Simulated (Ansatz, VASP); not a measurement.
SnO in VASP and in Ansatz

```
CELL_PARAMETERS angstrom
3.82015 0.00030 0.00000
-0.00031 3.82015 0.00000
0.00000 0.00000 22.22607
ATOMIC_POSITIONS crystal
Sn 0.99995 0.99995 0.20246
Sn 0.49995 0.49995 0.30878
Sn 0.87495 0.87495 0.48875
Sn 0.37495 0.37495 0.59507
O 0.99995 0.49995 0.25562
O 0.49995 0.99995 0.25562
O 0.87495 0.37495 0.54191
O 0.37495 0.87495 0.54191
```

Alike in both runs: task single point; functional PBE; dispersion D3(BJ); k mesh 7 × 7 × 1; occupations gaussian, width 0.05 eV; no spin polarisation.

|  | VASP | Ansatz |
| --- | --- | --- |
| version | VASP 6.6.1 | Ansatz 0.2.0 |
| potentials or method | VASP PAW PBE potentials, release 64 (Sn_d, O), cutoff 520 eV | scalar-relativistic, plane waves, PAW |
| valence electrons in the cell | 80 | 80 |

```csv
,VASP,Ansatz,Ansatz less VASP
gap on the k mesh at the Fermi level (eV),2.53,2.54,+0.012
least direct gap on the mesh (eV),2.54,2.59,+0.044
rms of the force components (eV/Å),0.056,0.026,-0.0304
```
